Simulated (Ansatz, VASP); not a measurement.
NbNiS4 in VASP and in Ansatz

```
Nb Ni S
1.0
     3.36627    0.00000    0.00000
    -1.68314    2.91528    0.00000
     0.00000    0.00000   12.68225
Nb Ni S
1 1 4
Direct
  0.00000 0.00000 0.50000
  0.00000 0.00000 0.00000
  0.66667 0.33333 0.90842
  0.66667 0.33333 0.37814
  0.33333 0.66667 0.62186
  0.33333 0.66667 0.09158
```

Alike in both runs: task single point; functional PBE; k mesh 12 × 12 × 4; occupations gaussian, width 0.1 eV; no spin polarisation.

|  | VASP | Ansatz |
| --- | --- | --- |
| version | VASP 6.6.1 | Ansatz 0.2.0 |
| potentials or method | VASP PAW PBE potentials, release 64 (Nb_sv, Ni, S), cutoff 520 eV | scalar-relativistic, plane waves, PAW |
| valence electrons in the cell | 47 | 55 |

|  | VASP | Ansatz | Ansatz less VASP |
| --- | --- | --- | --- |
| gap on the k mesh at the Fermi level (eV) | none | none | - |
| pressure (GPa) | -0.2 | 0.0 | +0.17 |
| rms of the force components (eV/Å) | 0.013 | 0.001 | -0.0119 |

Atom by atom the forces differ by 0.012 eV/Å (rms over components). A gap of «none» marks a metal or a gap that the smearing closes. VASP's potentials hold 47 valence electrons a cell and Ansatz's 55, so a difference there can come from the potentials and not from the codes.
